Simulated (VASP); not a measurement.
A run of VASP 6.6.1 is set up as follows.

File INCAR:

```
SYSTEM = Si
  PREC = Accurate
  ENCUT = 520
  EDIFF = 1E-6
  ISMEAR = 0
  SIGMA = 0.02
  LREAL = .False.
  LASPH = .True.
  NELM = 80
  ALGO = Normal
  ISIF = 2
  LWAVE = .False.
  LCHARG = .True.
  GGA = CA
  LELF = .True.
  LVHAR = .True.
  NBANDS = 16
```

KPOINTS

```
regular mesh
0
Gamma
  12 12 6
  0 0 0
```

POSCAR

```
Si
1.0
    3.6879162150      0.0000000000      0.0000000000
   -1.8439581075      3.1938291292      0.0000000000
    0.0000000000      0.0000000000      6.3676854687
Si
4
Direct
    0.3333333333      0.6666666667      0.0661679631
    0.6666666667      0.3333333333      0.5661679631
    0.3333333333      0.6666666667      0.4338320369
    0.6666666667      0.3333333333      0.9338320369
```

Potentials or basis: VASP PAW LDA potentials, release 64 (Si).

Launch:

```sh
$ cat potpaw_LDA.64/Si/POTCAR > POTCAR
$ mpirun -np 1 vasp_std > vasp.out
```

Predict the band gap on the k mesh.

0.18 eV (least direct gap 1.52 eV).

Predict the pressure.

5.1 GPa.

Stress tensor (GPa, compression positive):
```
7.64 0.00 0.00
0.00 7.64 0.00
0.00 0.00 0.03
```

Caveat: the stress differs along the axes, from 0 to 8 GPa. A k mesh can miss the band edges.
